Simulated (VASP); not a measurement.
## H2: single point with PBEsol

H2, in a box:

```
H
1.0
    15.00000    0.00000    0.00000
     0.00000   15.50000    0.00000
     0.00000    0.00000   16.00000
H
2
Direct
  0.47478 0.49896 0.50120
  0.52522 0.50104 0.49880
```

- Program: VASP 6.6.1
- Task: single point
- Functional: PBEsol
- Potentials or basis: VASP PAW PBE potentials, release 64 (H)
- Cutoff: 520 eV
- k mesh: 1 × 1 × 1
- Occupations: gaussian, width 0.005 eV
- Spin: no spin polarisation
- Dipole correction: no
- Further INCAR settings: ALGO = Normal; EDIFF = 1e-06; NBANDS = 8; ISYM = 0

```yaml
Largest_force: 0.003 eV/Å
Gap_between_the_frontier_levels: 10.07 eV
```

Forces on the atoms (eV/Å):
```
H   -0.003  0.000  0.000
H    0.003  0.000  0.000
```

Levels at points of the mesh, in eV from the valence-band top:
```tsv
k point	band 1	band 2	band 3	band 4
(0.00, 0.00, 0.00)	0.00	10.07	10.39	10.60
```

It took 5.9 min on 1 thread of Intel Xeon 8259CL, with other jobs on the host, peak memory 2 GiB.

Caveat: the PAW data sets were made with another functional, which shifts forces and pressure a little.
